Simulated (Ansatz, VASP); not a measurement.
Ge2S: VASP beside Ansatz

```
CELL_PARAMETERS angstrom
1.57883 0.91154 6.11297
-1.57883 0.91154 6.11297
0.00000 -1.82307 6.11297
ATOMIC_POSITIONS crystal
Ge 0.74840 0.74840 0.74840
Ge 0.58490 0.58490 0.58490
S 0.00000 0.00000 0.00000
```

Alike in both runs: task relaxation of cell and atoms; functional PBE; k mesh 6 × 6 × 6; occupations gaussian, width 0.1 eV; no spin polarisation.

|  | VASP | Ansatz |
| --- | --- | --- |
| version | VASP 6.6.1 | Ansatz 0.2.0 |
| potentials or method | VASP PAW PBE potentials, release 64 (Ge_d, S), cutoff 600 eV | scalar-relativistic, plane waves, PAW |
| valence electrons in the cell | 34 | 34 |

```tsv
	VASP	Ansatz	Ansatz less VASP
gap on the k mesh at the Fermi level, each at its own relaxed structure (eV)	none	none	-
relaxed volume (Å³/atom)	19.60	19.54	-0.060
relaxed cell length with the largest relative difference (Å)	6.250	6.251	+0.0011
```

A gap of «none» marks a metal or a gap that the smearing closes.

The k mesh is coarse, so the values compare programs but aren't converged.
